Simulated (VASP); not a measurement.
# Be4S in VASP: notebook

The runs below take Be4S through single point, relaxation of cell and atoms, with PBE.

All numbers are computed with VASP 6.6.1; they aren't measurements. Logs are shortened: lines on timing, memory, paths and dates and some standing lists are left out, and cuts for length are marked.

## (1) The cell of the first run

The structure is monoclinic, space group Cm (No. 8). The conventional cell has a = 10.851 Å, b = 3.511 Å, c = 6.051 Å, α = 90.00°, β = 104.79°, γ = 90.00°. Within 2.7 Å of Be (site symmetry m) lie 7 Be at 2.00 to 2.48 Å and 2 S at 2.13 Å. Be (site symmetry m) has 3 S at 2.13 to 2.14 Å and 4 Be at 2.34 to 2.45 Å within 2.8 Å. Within 2.8 Å of Be (site symmetry m) lie 9 Be at 2.09 to 2.27 Å and 1 S at 2.57 Å. Be (site symmetry m) has 10 Be at 2.08 to 2.57 Å and 1 S at 2.89 Å within 2.9 Å. Within 2.8 Å of Be (site symmetry m) lie 9 Be at 2.12 to 2.41 Å and 1 S at 2.48 Å. Within 2.8 Å of Be (site symmetry m) lie 2 S at 2.09 to 2.14 Å and 4 Be at 2.17 to 2.40 Å. Within 2.8 Å of Be (site symmetry m) lie 10 Be at 2.08 to 2.40 Å. Within 2.7 Å of Be (site symmetry m) lie 7 Be at 2.00 to 2.57 Å and 1 S at 2.06 Å.

## (2) Single point, PBE

File INCAR:

```
SYSTEM = Be4S
PREC = Accurate ; ENCUT = 520
EDIFF = 1E-6 ; ISMEAR = 0
SIGMA = 0.1 ; LREAL = .FALSE.
LASPH = .TRUE. ; NELM = 80
ALGO = Normal ; ISIF = 2
LWAVE = .FALSE. ; LCHARG = .FALSE.
GGA = PE ; NBANDS = 25
```

File KPOINTS:

```
regular mesh
0
G
  6 6 4
  0 0 0
```

File POSCAR:

```
Be4S
1.0
    5.4252517754     -1.7555928994      0.0000000000
    5.4252517754      1.7555928994      0.0000000000
   -1.5444151498      0.0000000000      5.8509289265
Be S
8 2
Direct
    0.2965446092      0.2965446092      0.2814956833
    0.6020821906      0.6020821906      0.4439019300
    0.8533769931      0.8533769931      0.0909866373
    0.0601772372      0.0601772372      0.1516337039
    0.6560494310      0.6560494310      0.0930772694
    0.9443149237      0.9443149237      0.8006311313
    0.4544407689      0.4544407689      0.0747366738
    0.2372715371      0.2372715371      0.9395803332
    0.8023754813      0.8023754813      0.4828179516
    0.0936379842      0.0936379842      0.6411386862
```

Potentials or basis: VASP PAW PBE potentials, release 64 (Be, S).

Launch:

```sh
> cat potpaw_PBE.64/Be/POTCAR potpaw_PBE.64/S/POTCAR > POTCAR
> mpirun -np 1 vasp_std > vasp.out
```

OUTCAR:

```text
SYSTEM = Be4S
   PREC = Accurate
   ENCUT = 520
   EDIFF = 1E-6
   ISMEAR = 0
   LREAL = .FALSE.
   LASPH = .TRUE.
   NELM = 80
   ISIF = 2
   GGA = PE

 ion  position               nearest neighbor table
   1  0.297  0.297  0.281-   8 2.00   9 2.13   9 2.13   3 2.27   3 2.27   7 2.37
   2  0.602  0.602  0.444-   9 2.13  10 2.14  10 2.14   5 2.34
   3  0.853  0.853  0.091-   7 2.09   7 2.09   5 2.14   4 2.18   8 2.22   8 2.22   6 2.22   1 2.27
                             1 2.27   9 2.57
   4  0.060  0.060  0.152-   7 2.08   7 2.08   5 2.12   5 2.12   6 2.17   3 2.18
   5  0.656  0.656  0.093-   4 2.12   4 2.12   3 2.14   7 2.16   8 2.27   8 2.27   2 2.34   9 2.48

   6  0.944  0.944  0.801-  10 2.09   9 2.14   4 2.17   3 2.22
   7  0.454  0.454  0.075-   4 2.08   4 2.08   3 2.09   3 2.09   5 2.16   8 2.29   1 2.37
   8  0.237  0.237  0.940-   1 2.00  10 2.06   3 2.22   3 2.22   5 2.27   5 2.27   7 2.29
   9  0.802  0.802  0.483-   2 2.13   1 2.13   1 2.13   6 2.14   5 2.48   3 2.57
  10  0.094  0.094  0.641-   8 2.06   6 2.09   2 2.14   2 2.14

  LATTYP: Found a base centered monoclinic cell.
 ALAT       =    10.8505035508
 B/A-ratio  =     0.3235965762
 C/A-ratio  =     0.5577003286
 COS(beta)  =    -0.2552191508

  Lattice vectors:

 A1 = (   5.4252517754,  -1.7555928994,   0.0000000000)
 A2 = (   5.4252517754,   1.7555928994,   0.0000000000)
 A3 = (  -1.5444151498,   0.0000000000,   5.8509289265)

Analysis of symmetry for initial positions (statically):
=====================================================================
 Subroutine PRICEL returns:
 Original cell was already a primitive cell.

 Routine SETGRP: Setting up the symmetry group for a
 base centered monoclinic supercell.

 Subroutine GETGRP returns: Found  2 space group operations
 (whereof  2 operations were pure point group operations)
 out of a pool of  4 trial point group operations.

The static configuration has the point symmetry C_1h.

Analysis of symmetry for dynamics (positions and initial velocities):
=====================================================================
 Subroutine PRICEL returns:
 Original cell was already a primitive cell.

 Routine SETGRP: Setting up the symmetry group for a
 base centered monoclinic supercell.

 Subroutine GETGRP returns: Found  2 space group operations
 (whereof  2 operations were pure point group operations)
 out of a pool of  4 trial point group operations.

The dynamic configuration has the point symmetry C_1h.

 Subroutine INISYM returns: Found  2 space group operations
 (whereof  2 operations are pure point group operations),
 and found     1 'primitive' translations

----------------------------------------------------------------------------------------

                                     Primitive cell

  volume of cell :     111.4547

  direct lattice vectors                    reciprocal lattice vectors
     5.425251775 -1.755592899  0.000000000     0.092161621 -0.284804068  0.024327044
     5.425251775  1.755592899  0.000000000     0.092161621  0.284804068  0.024327044
    -1.544415150  0.000000000  5.850928926     0.000000000  0.000000000  0.170913032

  length of vectors
     5.702233181  5.702233181  6.051329396     0.300331362  0.300331362  0.170913032

  position of ions in fractional coordinates (direct lattice)
     0.296544609  0.296544609  0.281495683
     0.602082191  0.602082191  0.443901930
     0.853376993  0.853376993  0.090986637
     0.060177237  0.060177237  0.151633704
     0.656049431  0.656049431  0.093077269
     0.944314924  0.944314924  0.800631131
     0.454440769  0.454440769  0.074736674
     0.237271537  0.237271537  0.939580333
     0.802375481  0.802375481  0.482817952
     0.093637984  0.093637984  0.641138686

  ion indices of the primitive-cell ions
   primitive index   ion index
                 1           1
                 2           2
                 3           3
                 4           4
                 5           5
                 6           6
                 7           7
                 8           8
                 9           9
                10          10

----------------------------------------------------------------------------------------

 KPOINTS: regular mesh

Automatic generation of k-mesh.
 Grid dimensions read from file:
 generate k-points for:    6    6    4

 Generating k-lattice:

  Cartesian coordinates                     Fractional coordinates (reciprocal lattice)
     0.015360270 -0.047467345  0.004054507     0.166666667  0.000000000 -0.000000000
     0.015360270  0.047467345  0.004054507     0.000000000  0.166666667 -0.000000000
     0.000000000  0.000000000  0.042728258     0.000000000  0.000000000  0.250000000

  Length of vectors
     0.050055227  0.050055227  0.042728258

  Shift w.r.t. Gamma in fractional coordinates (k-lattice)
     0.000000000  0.000000000  0.000000000

 Subroutine IBZKPT returns following result:
 ===========================================

 Found     47 irreducible k-points:

 Following reciprocal coordinates:
            Coordinates               Weight
  0.000000  0.000000  0.000000      1.000000
  0.166667 -0.000000  0.000000      4.000000
  0.333333 -0.000000  0.000000      4.000000
  0.500000 -0.000000  0.000000      2.000000
  0.166667  0.166667  0.000000      2.000000
  0.333333  0.166667  0.000000      4.000000
[... 16 lines left out ...]
 -0.333333  0.166667  0.250000      4.000000
 -0.166667  0.166667  0.250000      4.000000
 [... further k-points ...]
   k-points           NKPTS =     47   k-points in BZ     NKDIM =     47   number of bands    NBANDS=     25
   number of dos      NEDOS =    301   number of ions     NIONS =     10
   total plane-waves  NPLWV =  84672
   dimension x,y,z NGX =    42 NGY =   42 NGZ =   48
   dimension x,y,z NGXF=    84 NGYF=   84 NGZF=   96
   ions per type =               8   2
   NGX,Y,Z   is equivalent  to a cutoff of  12.24, 12.24, 13.19 a.u.
   NGXF,Y,Z  is equivalent  to a cutoff of  24.49, 24.49, 26.37 a.u.
 SYSTEM =  Be4S
   PREC   = accura    normal or accurate (medium, high low for compatibility)
   ISTART =      0    job   : 0-new  1-cont  2-samecut
   ICHARG =      2    charge: 1-file 2-atom 10-const
   ISPIN  =      1    spin polarized calculation?
   LNONCOLLINEAR =      F non collinear calculations
   LSORBIT =      F    spin-orbit coupling
   LASPH  =      T    aspherical Exc in radial PAW
   ENCUT  =  520.0 eV  38.22 Ry    6.18 a.u.  10.60 10.60 11.25*2*pi/ulx,y,z
   NELM   =     80;   NELMIN=  2; NELMDL= -5     # of ELM steps
   EDIFF  = 0.1E-05   stopping-criterion for ELM
   LREAL  =      F    real-space projection
   EDIFFG = 0.1E-04   stopping-criterion for IOM
   NSW    =      0    number of steps for IOM
   IBRION =     -1    ionic relax: 0-MD 1-quasi-New 2-CG
   NFREE  =      0    steps in history (QN), initial steepest desc. (CG)
   ISIF   =      2    stress and relaxation
   ISYM   =      2    0-nonsym 1-usesym 2-fastsym
   POTIM  = 0.5000    time-step for ionic-motion
   TEBEG  =    0.0;   TEEND  =   0.0 temperature during run
   PSTRESS=    0.0 pullay stress
   NELECT =      28.0000    total number of electrons
   NUPDOWN=      -1.0000    fix difference up-down
   EMIN   =  10.00;   EMAX   =-10.00  energy-range for DOS
   EFERMI =   0.00;   METHOD = LEGACY
   ISMEAR =     0;   SIGMA  =   0.10  broadening in eV -4-tet -1-fermi 0-gaus
   EFERMI_NEDOS =   21; number of points for ismear=-14 and -15
   IALGO  =     38    algorithm
   IMIX   =      4    mixing-type and parameters
     AMIX     =   0.40;   BMIX     =  1.00
     AMIX_MAG =   1.60;   BMIX_MAG =  1.00
  volume/ion in A,a.u.               =      11.15        75.21
  Fermi-wavevector in a.u.,A,eV,Ry     =   1.032987  1.952062 14.518249  1.067061
  Thomas-Fermi vector in A             =   2.167211
   LORBIT       =      0    0 simple, 1 ext, 2 COOP (PROOUT), +10 PAW based schemes
   GGA     = PE    functional components
   LHFCALC =     F    Hartree Fock is set to
   AEXX    =    0.0000 exact exchange contribution
   IVDW    =     0    specifies the selected vdW correction
   LEPSILON=     F    determine dielectric tensor
   LRPA    =     F    only Hartree local field effects (RPA)
 non-spin polarized calculation
 Gauss-broadening in eV      SIGMA  =   0.10
  energy-cutoff  :      520.00
  volume of cell :      111.45
 maximum number of plane-waves:      3023
   NGX = 21   NGY = 21   NGZ = 23

 number of electron      28.0000000 magnetization

 Free energy of the ion-electron system (eV)
  ---------------------------------------------------
  ext. energy  EPLUGINS =         0.00000000
  ---------------------------------------------------
  free energy    TOTEN  =       -39.01464775 eV

  energy without entropy =      -39.00914290  energy(sigma->0) =      -39.01189533

 E-fermi :   6.0368     XC(G=0):  -9.9477

 val. band max:        5.9939882206   @ k =   0.5000   0.5000   0.5000
 cond. band min:       6.0451953287   @ k =   0.0000   0.0000   0.2500
 fundamental gap:      0.0512071081
 Fermi energy:         6.0368041092

 k-point     1 :       0.0000    0.0000    0.0000
  band No.  band energies     occupation
      1      -9.5304      2.00000
      2      -7.9193      2.00000
      3      -2.7538      2.00000
      4      -1.7597      2.00000
      5      -0.9128      2.00000
      6      -0.3960      2.00000
[... 17 lines left out ...]
     24      11.8649      0.00000
     25      12.2539      0.00000

 k-point     2 :       0.1667   -0.0000    0.0000
  band No.  band energies     occupation
      1      -9.3536      2.00000
      2      -7.8870      2.00000
      3      -2.5369      2.00000
      4      -1.5800      2.00000
      5      -0.6774      2.00000
      6      -0.4263      2.00000
[... 17 lines left out ...]
     24      11.8656      0.00000
     25      12.2515      0.00000
[... 586 lines left out ...]
     24      12.5202      0.00000
     25      12.8256      0.00000

 k-point    24 :      -0.1667    0.1667    0.2500
  band No.  band energies     occupation
      1      -8.9574      2.00000
      2      -7.7918      2.00000
      3      -2.4079      2.00000
      4      -1.0848      2.00000
      5      -0.6307      2.00000
      6      -0.3154      2.00000
[... 17 lines left out ...]
     24      12.4407      0.00000
     25      12.9512      0.00000

 [... further k-points ...]

------------------------ aborting loop because EDIFF is reached ----------------------------------------

  FORCE on cell =-STRESS in cart. coord.  units (eV):
  Direction    XX          YY          ZZ          XY          YZ          ZX
  --------------------------------------------------------------------------------------
  -------------------------------------------------------------------------------------
  Total       -0.0581772      0.0590958      0.1781694      0.0000000      0.0000000     -0.1379227
  in kB       -0.8363050      0.8495099      2.5612100      0.0000000      0.0000000     -1.9826584
  external PRESSURE =       0.8581383 kB  Pullay stress =       0.0000000 kB

 VOLUME and BASIS-vectors are now :
 -----------------------------------------------------------------------------
  energy-cutoff  :      520.00
  volume of cell :      111.45
      direct lattice vectors                 reciprocal lattice vectors
     5.425251775 -1.755592899  0.000000000     0.092161621 -0.284804068  0.024327044
     5.425251775  1.755592899  0.000000000     0.092161621  0.284804068  0.024327044
    -1.544415150  0.000000000  5.850928926     0.000000000  0.000000000  0.170913032

 POSITION                                       TOTAL-FORCE (eV/Angst)
 -----------------------------------------------------------------------------------
      2.78291      0.00000      1.64701         0.008914      0.000000      0.019235
      5.84733      0.00000      2.59724        -0.006451      0.000000      0.022062
      9.11905      0.00000      0.53236        -0.008882      0.000000     -0.012890
      0.41877      0.00000      0.88720         0.001071      0.000000      0.002268
      6.97472      0.00000      0.54459         0.008343      0.000000     -0.003282
      9.00979      0.00000      4.68444         0.000637      0.000000      0.038816
      4.81549      0.00000      0.43728         0.001886      0.000000     -0.025951
      1.12341      0.00000      5.49742         0.025558      0.000000     -0.003493
      7.96051      0.00000      2.82493         0.003092      0.000000     -0.002234
      0.02583      0.00000      3.75126        -0.034168      0.000000     -0.034532
 -----------------------------------------------------------------------------------
    total drift:                                0.000568     -0.000000     -0.000178

  FREE ENERGIE OF THE ION-ELECTRON SYSTEM (eV)
  ---------------------------------------------------
  free  energy   TOTEN  =       -39.0146477538 eV

  energy  without entropy=      -39.0091428982  energy(sigma->0) =      -39.01189533
```

Run time: 3 min. Hardware: 1 thread of Intel Xeon Platinum 8259CL at 2.50GHz (Skylake/Cascade Lake), shared host; peak memory 0.31 GiB.

What came out:

- Free energy: -39.0146 eV
- Pressure: 0.1 GPa
- Largest force: 0.049 eV/Å
- Band gap on the k mesh: zero (bands 14 and 15 overlap by 1.07 eV)

Forces in eV/Å, atoms in the order of the input:
```
Be   0.009  0.000  0.019
Be  -0.006  0.000  0.022
Be  -0.009  0.000 -0.013
Be   0.001  0.000  0.002
Be   0.008  0.000 -0.003
Be   0.001  0.000  0.039
Be   0.002  0.000 -0.026
Be   0.026  0.000 -0.003
S    0.003  0.000 -0.002
S   -0.034  0.000 -0.035
```

## (3) Single point, PBE

This run uses another cell than the first one, of the same volume but with other edges.

File INCAR:

```
PREC = Accurate ; ENCUT = 520
EDIFF = 1E-6 ; ISMEAR = 0
SIGMA = 0.1 ; LREAL = False
LASPH = True ; NELM = 80
ALGO = Normal ; ISIF = 2
LWAVE = False ; LCHARG = True
GGA = PE ; LELF = True
LVHAR = True ; NBANDS = 25
```

File KPOINTS:

```
regular mesh
0
Gamma
  6 4 4
```

File POSCAR:

```
Be4S
1.0
   -3.4614026461      0.2686640455     -0.5243444156
   -0.3896937638     -6.0170321749     -0.5119082290
    1.0064402113      0.8554832814      5.5469681672
Be S
8 2
Direct
    0.1035230982      0.7185043167      0.8069650129
    0.7977619139      0.5560980700      0.1958898500
    0.5468386729      0.9090133627      0.6933002452
    0.3399659954      0.8483662961      0.2796997569
    0.7440892245      0.9069227306      0.0879553693
    0.4553756940      0.1993688687      0.5114243839
    0.9456792575      0.9252633262      0.4911726935
    0.1628690704      0.0604196668      0.9255111570
    0.5976787499      0.5171820484      0.7953032686
    0.3062183232      0.3588613138      0.2127782629
```

Potentials or basis: VASP PAW PBE potentials, release 64 (Be, S).

Launch:

```sh
> cat potpaw_PBE.64/Be/POTCAR potpaw_PBE.64/S/POTCAR > POTCAR
> mpirun -np 1 vasp_std > vasp.out
```

Run time: 2.5 min. Hardware: 1 thread of Intel Xeon Platinum 8259CL at 2.50GHz (Skylake/Cascade Lake), shared host; peak memory 0.28 GiB.

The run converged. Its results:

| Property | Result |
| --- | --- |
| Free energy | -39.0226 eV |
| Pressure | 0.1 GPa |
| Largest force | 0.042 eV/Å |
| Band gap on the k mesh | zero (bands 14 and 15 overlap by 1.29 eV) |

Forces on the atoms (eV/Å):
```
Be   0.000 -0.003 -0.006
Be   0.001  0.012  0.015
Be  -0.001 -0.005  0.003
Be  -0.002 -0.005  0.004
Be   0.001 -0.003 -0.007
Be   0.004  0.041 -0.007
Be  -0.003 -0.024 -0.001
Be   0.005  0.006 -0.026
S   -0.001 -0.010  0.002
S   -0.005 -0.008  0.023
```

Stress tensor (GPa, compression positive):
```
 0.12 -0.03  0.04
-0.03  0.18  0.22
 0.04  0.22 -0.10
```

Levels at points of the mesh, in eV from the Fermi level:
```
           k point  band 11  band 12  band 13  band 14  band 15  band 16  band 17  band 18
(0.00, 0.00, 0.00)    -2.59    -0.96    -0.69     0.12     0.28     1.62     2.13     2.85
(0.50, 0.00, 0.00)    -3.81    -3.71    -2.74    -1.64     1.06     1.51     2.36     2.56
(0.00, 0.50, 0.00)    -3.56    -2.95    -0.99    -0.22     0.49     2.11     2.46     2.70
(0.50, 0.50, 0.00)    -3.39    -2.59    -2.38    -1.26    -0.53     0.57     2.18     2.62
(0.00, 0.00, 0.50)    -2.08    -1.37    -1.16    -0.45     1.51     1.90     2.28     2.57
(0.50, 0.00, 0.50)    -3.81    -3.71    -2.73    -1.64     1.06     1.51     2.35     2.56
(0.00, 0.50, 0.50)    -3.00    -1.57    -1.00    -0.74    -0.01     1.73     2.39     2.66
(0.50, 0.50, 0.50)    -3.39    -2.59    -2.38    -1.26    -0.53     0.57     2.18     2.62
```

[end of part 1 of 2]
